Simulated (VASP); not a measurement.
## MgS: single point with r2SCAN

MgS:

```
Mg S
1.0
     2.51455    2.51455    0.00000
    -2.51455    2.51455    0.00000
     0.00000    2.51455    2.51455
Mg S
1 1
Cartesian
  0.0000 0.0000 0.0000
  0.0000 2.5145 0.0000
```

```yaml
Program: VASP 6.6.1
Task: single point
Functional: r2SCAN
Potentials_or_basis: VASP PAW PBE potentials, release 64 (Mg, S)
Cutoff: 520 eV
k_mesh: 8 × 8 × 8
Occupations: gaussian, width 0.01 eV
Spin: no spin polarisation
Dipole_correction: no
Further_INCAR_settings: ALGO = Normal; EDIFF = 1e-07; NBANDS = 11
```

- Pressure: 9.5 GPa
- Band gap on the k mesh: 3.65 eV, indirect (least direct gap 5.53 eV)

Levels at points of the mesh, in eV from the valence-band top:
| k point | band 2 | band 3 | band 4 | band 5 | band 6 | band 7 |
| --- | --- | --- | --- | --- | --- | --- |
| (0.00, 0.00, 0.00) | 0.00 | 0.00 | 0.00 | 5.53 | 8.43 | 8.43 |
| (0.50, 0.00, 0.00) | -5.47 | -0.75 | -0.75 | 5.36 | 7.61 | 7.61 |
| (0.50, 0.50, 0.00) | -4.85 | -1.98 | -1.98 | 3.65 | 4.58 | 13.79 |

Run time: 28 s on 1 thread of Intel(R) Xeon(R) 6975P-C (Granite Rapids), with other jobs on the host, peak memory 0.16 GiB.

Caveat: the PAW data sets were made with another functional, which shifts forces and pressure a little. A k mesh can miss the band edges.
